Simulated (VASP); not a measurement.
# TiCo (Pm-3m) in VASP: a series of runs, part 2 of 2

VASP 6.6.1.

### Step 3. Single point, LDA, collinear spin, ferromagnetic start

This run uses another cell than the first one, of 12.51 Å³/atom, 0.940 times its volume.

The input, INCAR:

```
ALGO = Fast
EDIFF = 1E-6
ENCUT = 520
GGA = CA
ISIF = 2
ISMEAR = -1
ISPIN = 2
LASPH = True
LCHARG = False
LMAXMIX = 4
LORBIT = 11
LREAL = False
LWAVE = False
MAGMOM = 2 1
NBANDS = 22
NELM = 150
PREC = Accurate
SIGMA = 0.05
```

The input, KPOINTS:

```
k-points
0
Gamma
  9 9 9
```

The input, POSCAR:

```
TiCo
1.0
    2.9251528449      0.0000000000      0.0000000000
    0.0000000000      2.9251528449      0.0000000000
    0.0000000000      0.0000000000      2.9251528449
Co Ti
1 1
Direct
    0.5000000000      0.5000000000      0.5000000000
    0.0000000000      0.0000000000      0.0000000000
```

Potentials or basis: VASP PAW LDA potentials, release 64 (Co, Ti_sv).

Command:

```
cat potpaw_LDA.64/Co/POTCAR potpaw_LDA.64/Ti_sv/POTCAR > POTCAR
mpirun -np 1 vasp_std > vasp.out
```

OUTCAR:

```text
EDIFF = 1E-6
   ENCUT = 520
   GGA = CA
   ISIF = 2
   ISMEAR = -1
   ISPIN = 2
   LASPH = True
   LORBIT = 11
   LREAL = False
   NELM = 150
   PREC = Accurate

 ion  position               nearest neighbor table
   1  0.500  0.500  0.500-   2 2.53   2 2.53   2 2.53   2 2.53   2 2.53   2 2.53   2 2.53   2 2.53

   2  0.000  0.000  0.000-   1 2.53   1 2.53   1 2.53   1 2.53   1 2.53   1 2.53   1 2.53   1 2.53

  LATTYP: Found a simple cubic cell.
 ALAT       =     2.9251528449

  Lattice vectors:

 A1 = (   2.9251528449,   0.0000000000,   0.0000000000)
 A2 = (   0.0000000000,   2.9251528449,   0.0000000000)
 A3 = (   0.0000000000,   0.0000000000,   2.9251528449)

Analysis of symmetry for initial positions (statically):
=====================================================================
 Subroutine PRICEL returns:
 Original cell was already a primitive cell.

 Routine SETGRP: Setting up the symmetry group for a
 simple cubic supercell.

 Subroutine GETGRP returns: Found 48 space group operations
 (whereof 48 operations were pure point group operations)
 out of a pool of 48 trial point group operations.

The static configuration has the point symmetry O_h .

Analysis of symmetry for dynamics (positions and initial velocities):
=====================================================================
 Subroutine PRICEL returns:
 Original cell was already a primitive cell.

 Routine SETGRP: Setting up the symmetry group for a
 simple cubic supercell.

 Subroutine GETGRP returns: Found 48 space group operations
 (whereof 48 operations were pure point group operations)
 out of a pool of 48 trial point group operations.

The dynamic configuration has the point symmetry O_h .

Analysis of structural, dynamic, and magnetic symmetry:
=====================================================================
 Subroutine PRICEL returns:
 Original cell was already a primitive cell.

 Routine SETGRP: Setting up the symmetry group for a
 simple cubic supercell.

[... 140 lines left out ...]
 NGX is ok and might be reduce to    24
   NGX = 11   NGY = 11   NGZ = 11

 number of electron      21.0000013 magnetization       0.3926492

 Free energy of the ion-electron system (eV)
  ---------------------------------------------------
  ext. energy  EPLUGINS =         0.00000000
  ---------------------------------------------------
  free energy    TOTEN  =       -17.59597563 eV

  energy without entropy =      -17.57756747  energy(sigma->0) =      -17.58677155

 E-fermi :  10.4550     XC(G=0): -13.2210

 val. band max:       10.3726063537   @ k =   0.4444   0.4444   0.3333
 cond. band min:      10.4635692079   @ k =   0.3333   0.1111   0.0000
 fundamental gap:      0.0909628542
 Fermi energy:        10.4549984428

 spin component 1

 k-point     1 :       0.0000    0.0000    0.0000
  band No.  band energies     occupation
      1     -45.9306      1.00000
      2     -22.3817      1.00000
      3     -22.3817      1.00000
      4     -22.3817      1.00000
      5       2.6078      1.00000
      6       6.2493      1.00000
[... 589 lines left out ...]
     21      27.9357      0.00000
     22      31.1693      0.00000

 [... further k-points ...]

 spin component 2

 k-point     1 :       0.0000    0.0000    0.0000
  band No.  band energies     occupation
      1     -45.9195      1.00000
      2     -22.3710      1.00000
      3     -22.3710      1.00000
      4     -22.3710      1.00000
      5       2.6437      1.00000
      6       6.4681      1.00000
[... 589 lines left out ...]
     21      27.9881      0.00000
     22      31.2018      0.00000

 [... further k-points ...]
[... 5 lines left out ...]
  --------------------------------------------------------------------------------------
  -------------------------------------------------------------------------------------
  Total       -0.7389399     -0.7389399     -0.7389399     -0.0000000     -0.0000000      0.0000000
  in kB      -47.3014004    -47.3014004    -47.3014004     -0.0000000     -0.0000000      0.0000000
  external PRESSURE =     -47.3014004 kB  Pullay stress =       0.0000000 kB

 VOLUME and BASIS-vectors are now :
 -----------------------------------------------------------------------------
  energy-cutoff  :      520.00
  volume of cell :       25.03
      direct lattice vectors                 reciprocal lattice vectors
     2.925152845  0.000000000  0.000000000     0.341862478  0.000000000  0.000000000
     0.000000000  2.925152845  0.000000000     0.000000000  0.341862478  0.000000000
     0.000000000  0.000000000  2.925152845     0.000000000  0.000000000  0.341862478

 POSITION                                       TOTAL-FORCE (eV/Angst)
 -----------------------------------------------------------------------------------
      1.46258      1.46258      1.46258         0.000000      0.000000      0.000000
      0.00000      0.00000      0.00000         0.000000      0.000000      0.000000
 -----------------------------------------------------------------------------------
    total drift:                                0.000000      0.000000     -0.000000

  FREE ENERGIE OF THE ION-ELECTRON SYSTEM (eV)
  ---------------------------------------------------
  free  energy   TOTEN  =       -17.5959756268 eV

  energy  without entropy=      -17.5775674711  energy(sigma->0) =      -17.58677155

 total charge

# of ion       s       p       d       tot
------------------------------------------
    1        0.550   0.476   7.397   8.423
    2        2.263   6.197   1.934  10.395
--------------------------------------------------
tot          2.814   6.673   9.331  18.818

 magnetization (x)

# of ion       s       p       d       tot
------------------------------------------
    1        0.017   0.001   0.368   0.387
    2       -0.000  -0.003   0.011   0.008
--------------------------------------------------
tot          0.017  -0.002   0.379   0.395
```

OSZICAR:

```text
N       E                     dE             d eps       ncg     rms          rms(c)
DAV:   1     0.162220757612E+03    0.16222E+03   -0.98239E+03  3184   0.125E+03
DAV:   2    -0.918376200690E+01   -0.17140E+03   -0.16289E+03  3176   0.303E+02
DAV:   3    -0.192332138208E+02   -0.10049E+02   -0.98566E+01  3822   0.785E+01
DAV:   4    -0.195006516563E+02   -0.26744E+00   -0.26689E+00  3568   0.116E+01
DAV:   5    -0.195095037400E+02   -0.88521E-02   -0.88515E-02  3718   0.198E+00    0.162E+01
RMM:   6    -0.188768216573E+02    0.63268E+00   -0.55295E+00  3723   0.230E+01    0.120E+01
RMM:   7    -0.189574369836E+02   -0.80615E-01   -0.15151E+00  3906   0.111E+01    0.161E+01
RMM:   8    -0.175976415828E+02    0.13598E+01   -0.41106E-01  3956   0.614E+00    0.209E+00
RMM:   9    -0.175929039129E+02    0.47377E-02   -0.63752E-02  4420   0.145E+00    0.167E+00
RMM:  10    -0.175953285100E+02   -0.24246E-02   -0.39534E-02  4464   0.137E+00    0.942E-01
RMM:  11    -0.175957048459E+02   -0.37634E-03   -0.11901E-02  4571   0.829E-01    0.301E-01
RMM:  12    -0.175960050436E+02   -0.30020E-03   -0.30522E-03  4774   0.392E-01    0.185E-01
RMM:  13    -0.175960420349E+02   -0.36991E-04   -0.90067E-04  4883   0.208E-01    0.993E-02
RMM:  14    -0.175959639205E+02    0.78114E-04   -0.25584E-04  4847   0.959E-02    0.321E-02
RMM:  15    -0.175959719066E+02   -0.79862E-05   -0.69178E-05  4948   0.431E-02    0.223E-02
RMM:  16    -0.175959736835E+02   -0.17768E-05   -0.32771E-05  4229   0.254E-02    0.132E-02
RMM:  17    -0.175959750088E+02   -0.13253E-05   -0.99301E-06  3669   0.136E-02    0.543E-03
RMM:  18    -0.175959756268E+02   -0.61798E-06   -0.59385E-06  2896   0.708E-03
   1 F= -.17595976E+02 E0= -.17586772E+02  d E =-.184082E-01  mag=     0.3926
```

Wall time 19 s (1 thread of Intel Xeon 6975P-C (Granite Rapids), shared host); peak memory 0.15 GiB.

What came out:

| Item | Value |
| --- | --- |
| Free energy | -17.5960 eV |
| Pressure | -4.7 GPa |
| Net moment | 0.39 μB per cell |
| Site moments | Co +0.39; Ti +0.01 μB |
| Valence electrons inside the program's atomic spheres | Co 8.42; Ti 10.39 |

Levels at points of the mesh, in eV from the Fermi level:
Spin up:
```tsv
k point	band 8	band 9	band 10	band 11	band 12	band 13
(0.00, 0.00, 0.00)	-1.70	-1.70	-1.70	0.71	0.71	2.92
```
Spin down:
```tsv
k point	band 6	band 7	band 8	band 9	band 10	band 11	band 12	band 13	band 14	band 15
(0.00, 0.00, 0.00)	-3.99	-3.99	-1.45	-1.45	-1.45	0.91	0.91	2.97	2.97	2.97
```

### Step 4. Single point, LDA, collinear spin, ferromagnetic start

This run uses another cell than the first one, of 12.78 Å³/atom, 0.960 times its volume.

The input, INCAR:

```
SYSTEM = TiCo
  PREC = Accurate
  ENCUT = 520
  EDIFF = 1E-7
  ISMEAR = -1
  SIGMA = 0.05
  LREAL = .False.
  LASPH = .True.
  NELM = 150
  ALGO = Normal
  ISIF = 2
  LWAVE = .False.
  LCHARG = .True.
  ISPIN = 2
  MAGMOM = 2 1
  LORBIT = 11
  LMAXMIX = 4
  GGA = CA
  LELF = .True.
  LVHAR = .True.
  NBANDS = 22
```

The input, KPOINTS:

```
Automatic mesh
0
Gamma
  9 9 9
  0 0 0
```

The input, POSCAR:

```
TiCo
1.0
    2.9457531915      0.0000000000      0.0000000000
    0.0000000000      2.9457531915      0.0000000000
    0.0000000000      0.0000000000      2.9457531915
Co Ti
1 1
Direct
    0.5000000000      0.5000000000      0.5000000000
    0.0000000000      0.0000000000      0.0000000000
```

Command:

```
cat potpaw_LDA.64/Co/POTCAR potpaw_LDA.64/Ti_sv/POTCAR > POTCAR
mpirun -np 1 vasp_std > vasp.out
```

It took 18 s on 1 thread of Intel Xeon 6975P-C (Granite Rapids), shared host; peak memory 0.15 GiB.

It converged, with:

- Free energy: -17.5740 eV
- Pressure: -8.5 GPa
- Net moment: 0.41 μB per cell
- Site moments: Co +0.41; Ti +0.00 μB
- Valence electrons inside the program's atomic spheres: Co 8.39; Ti 10.36

Levels at points of the mesh, in eV from the Fermi level:
Spin up:
| k point | band 7 | band 8 | band 9 | band 10 | band 11 | band 12 | band 13 | band 14 |
| --- | --- | --- | --- | --- | --- | --- | --- | --- |
| (0.00, 0.00, 0.00) | -4.09 | -1.66 | -1.66 | -1.66 | 0.68 | 0.68 | 2.84 | 2.84 |
Spin down:
| k point | band 6 | band 7 | band 8 | band 9 | band 10 | band 11 | band 12 | band 13 | band 14 | band 15 |
| --- | --- | --- | --- | --- | --- | --- | --- | --- | --- | --- |
| (0.00, 0.00, 0.00) | -3.86 | -3.86 | -1.40 | -1.40 | -1.40 | 0.89 | 0.89 | 2.89 | 2.89 | 2.89 |

### Step 5. Single point, LDA, collinear spin, ferromagnetic start

This run uses another cell than the first one, of 13.05 Å³/atom, 0.980 times its volume.

The input, INCAR:

```
PREC = Accurate
ENCUT = 520
EDIFF = 1E-6
ISMEAR = -1
SIGMA = 0.05
LREAL = False
LASPH = True
NELM = 150
ALGO = Normal
ISIF = 2
LWAVE = False
LCHARG = False
ISPIN = 2
MAGMOM = 2 1
LORBIT = 11
LMAXMIX = 4
GGA = CA
NBANDS = 22
```

The input, KPOINTS:

```
regular mesh
0
Gamma
  9 9 9
```

The input, POSCAR:

```
TiCo
1.0
    2.9660693728      0.0000000000      0.0000000000
    0.0000000000      2.9660693728      0.0000000000
    0.0000000000      0.0000000000      2.9660693728
Co Ti
1 1
Direct
    0.5000000000      0.5000000000      0.5000000000
    0.0000000000      0.0000000000      0.0000000000
```

Potentials or basis: VASP PAW LDA potentials, release 64 (Co, Ti_sv).

Command:

```
cat potpaw_LDA.64/Co/POTCAR potpaw_LDA.64/Ti_sv/POTCAR > POTCAR
mpirun -np 1 vasp_std > vasp.out
```

OUTCAR:

```text
PREC = Accurate
   ENCUT = 520
   EDIFF = 1E-6
   ISMEAR = -1
   LREAL = False
   LASPH = True
   NELM = 150
   ISIF = 2
   ISPIN = 2
   LORBIT = 11
   GGA = CA

 ion  position               nearest neighbor table
   1  0.500  0.500  0.500-   2 2.57   2 2.57   2 2.57   2 2.57   2 2.57   2 2.57   2 2.57   2 2.57

   2  0.000  0.000  0.000-   1 2.57   1 2.57   1 2.57   1 2.57   1 2.57   1 2.57   1 2.57   1 2.57

  LATTYP: Found a simple cubic cell.
 ALAT       =     2.9660693728

  Lattice vectors:

[... 1415 lines left out ...]
  external PRESSURE =    -122.2646729 kB  Pullay stress =       0.0000000 kB

 VOLUME and BASIS-vectors are now :
 -----------------------------------------------------------------------------
  energy-cutoff  :      520.00
  volume of cell :       26.09
      direct lattice vectors                 reciprocal lattice vectors
     2.966069373  0.000000000  0.000000000     0.337146531  0.000000000  0.000000000
     0.000000000  2.966069373  0.000000000     0.000000000  0.337146531  0.000000000
     0.000000000  0.000000000  2.966069373     0.000000000  0.000000000  0.337146531

 POSITION                                       TOTAL-FORCE (eV/Angst)
 -----------------------------------------------------------------------------------
      1.48303      1.48303      1.48303         0.000000      0.000000      0.000000
      0.00000      0.00000      0.00000         0.000000      0.000000      0.000000
 -----------------------------------------------------------------------------------
    total drift:                                0.000000      0.000000     -0.000000

  FREE ENERGIE OF THE ION-ELECTRON SYSTEM (eV)
  ---------------------------------------------------
  free  energy   TOTEN  =       -17.5402265490 eV

  energy  without entropy=      -17.5214495397  energy(sigma->0) =      -17.53083804

 total charge

# of ion       s       p       d       tot
------------------------------------------
    1        0.533   0.449   7.368   8.350
    2        2.253   6.182   1.896  10.331
--------------------------------------------------
tot          2.786   6.631   9.264  18.682

 magnetization (x)

# of ion       s       p       d       tot
------------------------------------------
    1        0.018  -0.000   0.419   0.437
    2       -0.001  -0.004   0.001  -0.004
--------------------------------------------------
tot          0.017  -0.004   0.420   0.434
```

OSZICAR:

```text
N       E                     dE             d eps       ncg     rms          rms(c)
DAV:   1     0.165114523671E+03    0.16511E+03   -0.97517E+03  3096   0.123E+03
DAV:   2    -0.894357804946E+01   -0.17406E+03   -0.16547E+03  3134   0.304E+02
DAV:   3    -0.192802104068E+02   -0.10337E+02   -0.10149E+02  3820   0.791E+01
DAV:   4    -0.195587964431E+02   -0.27859E+00   -0.27764E+00  3656   0.117E+01
DAV:   5    -0.195672063419E+02   -0.84099E-02   -0.84095E-02  3678   0.190E+00    0.156E+01
DAV:   6    -0.187876959934E+02    0.77951E+00   -0.10898E+01  3544   0.431E+01    0.115E+01
DAV:   7    -0.191401010214E+02   -0.35241E+00   -0.17690E+01  3782   0.364E+01    0.171E+01
DAV:   8    -0.175516556346E+02    0.15884E+01   -0.83253E+00  3672   0.222E+01    0.207E+00
DAV:   9    -0.175431905433E+02    0.84651E-02   -0.23183E-01  4372   0.387E+00    0.180E+00
DAV:  10    -0.175404565933E+02    0.27340E-02   -0.34306E-02  3728   0.174E+00    0.899E-01
DAV:  11    -0.175399984957E+02    0.45810E-03   -0.77102E-03  3960   0.794E-01    0.298E-01
DAV:  12    -0.175403010407E+02   -0.30254E-03   -0.21318E-03  4194   0.385E-01    0.140E-01
DAV:  13    -0.175402625522E+02    0.38488E-04   -0.22171E-04  4102   0.122E-01    0.682E-02
DAV:  14    -0.175402271733E+02    0.35379E-04   -0.55718E-05  4252   0.557E-02    0.239E-02
DAV:  15    -0.175402265490E+02    0.62433E-06   -0.25532E-06  2854   0.129E-02
   1 F= -.17540227E+02 E0= -.17530838E+02  d E =-.187770E-01  mag=     0.4262
```

stdout:

```text
POSCAR found type information on POSCAR CoTi
 POSCAR found :  2 types and       2 ions
 scaLAPACK will be used
 LDA part: xc-table for (Slater(with rela. corr.)+CA(PZ))
 , standard interpolation
 POSCAR, INCAR and KPOINTS ok, starting setup
 FFT: planning ... GRIDC
 FFT: planning ... GRID_SOFT
 FFT: planning ... GRID
 WAVECAR not read
 entering main loop
```

Wall time 14 s (1 thread of Intel Xeon 6975P-C (Granite Rapids), shared host); peak memory 0.15 GiB.

What came out:

```
Free energy                                           : -17.5402 eV
Pressure                                              : -12.2 GPa
Net moment                                            : 0.43 μB per cell
Site moments                                          : Co +0.44; Ti -0.00 μB
Valence electrons inside the program's atomic spheres : Co 8.35; Ti 10.33
```

### Step 6. Single point, PBEsol, collinear spin, ferromagnetic start

This run uses another cell than the first one, of 13.05 Å³/atom, 0.980 times its volume.

The input, INCAR:

```
PREC     = Accurate       # precision mode
ENCUT    = 520            # plane-wave cutoff, eV
EDIFF    = 1E-7           # SCF threshold, eV
ISMEAR   = -1             # smearing method
SIGMA    = 0.05           # smearing width, eV
LREAL    = False          # projectors in reciprocal space
LASPH    = True           # aspherical terms in the spheres
NELM     = 150            # most SCF steps
ALGO     = Normal         # electronic algorithm
ISIF     = 2              # what is computed and relaxed
LWAVE    = False          # write WAVECAR
LCHARG   = False          # write CHGCAR
ISPIN    = 2              # spin polarisation
MAGMOM   = 2 1            # initial moments
LORBIT   = 11             # projections on sites
LMAXMIX  = 4              # l up to which the mixer works
GGA      = PS             # functional
NBANDS   = 22             # bands
```

The input, KPOINTS:

```
Automatic mesh
0
Gamma
  9 9 9
```

POSCAR is that of step 5.

Potentials or basis: VASP PAW PBE potentials, release 64 (Co, Ti_sv).

Command:

```
cat potpaw_PBE.64/Co/POTCAR potpaw_PBE.64/Ti_sv/POTCAR > POTCAR
mpirun -np 1 vasp_std > vasp.out
```

Run time: 20 s. Hardware: 1 thread of Intel Xeon 6975P-C (Granite Rapids), shared host; peak memory 0.16 GiB.

Results (log left out):

| Item | Value |
| --- | --- |
| Free energy | -16.9026 eV |
| Pressure | -5.5 GPa |
| Net moment | 0.63 μB per cell |
| Site moments | Co +0.69; Ti -0.03 μB |
| Valence electrons inside the program's atomic spheres | Co 8.33; Ti 10.31 |

Levels at points of the mesh, in eV from the Fermi level:
Spin up:
```
           k point  band 8  band 9  band 10  band 11  band 12  band 13
(0.00, 0.00, 0.00)   -1.80   -1.80    -1.80     0.55     0.55     2.74
```
Spin down:
| k point | band 7 | band 8 | band 9 | band 10 | band 11 | band 12 | band 13 | band 14 |
| --- | --- | --- | --- | --- | --- | --- | --- | --- |
| (0.00, 0.00, 0.00) | -3.72 | -1.37 | -1.37 | -1.37 | 0.94 | 0.94 | 2.81 | 2.81 |

Caveat: the PAW data sets were made with another functional, which shifts forces and pressure a little.

### Step 7. The runs side by side

```tsv
task	level	potentials or basis	cell	cutoff (eV)	gap on the mesh (eV)	pressure (GPa)	moment (μB)
relaxation of cell and atoms	PBE	VASP PAW PBE potentials, release 64 (Co, Ti_sv)	relaxed from a = 2.986 Å, 2 atoms	600	none	0.1	0.78
single point	LDA	VASP PAW LDA potentials, release 64 (Co, Ti_sv)	a = 2.925 Å, 2 atoms	520	none	-4.7	0.39
single point	LDA	VASP PAW LDA potentials, release 64 (Co, Ti_sv)	a = 2.946 Å, 2 atoms	520	none	-8.5	0.41
single point	LDA	VASP PAW LDA potentials, release 64 (Co, Ti_sv)	a = 2.966 Å, 2 atoms	520	none	-12.2	0.43
single point	PBEsol	VASP PAW PBE potentials, release 64 (Co, Ti_sv)	a = 2.966 Å, 2 atoms	520	none	-5.5	0.63
```

Alike in all rows: spin collinear, ferromagnetic start; k mesh 9 × 9 × 9; smearing fermi-dirac 0.05 eV.

Caveats: the PAW data sets were made with another functional, which shifts forces and pressure a little (some runs).

Absolute energies hang on the potentials; compare differences alone.
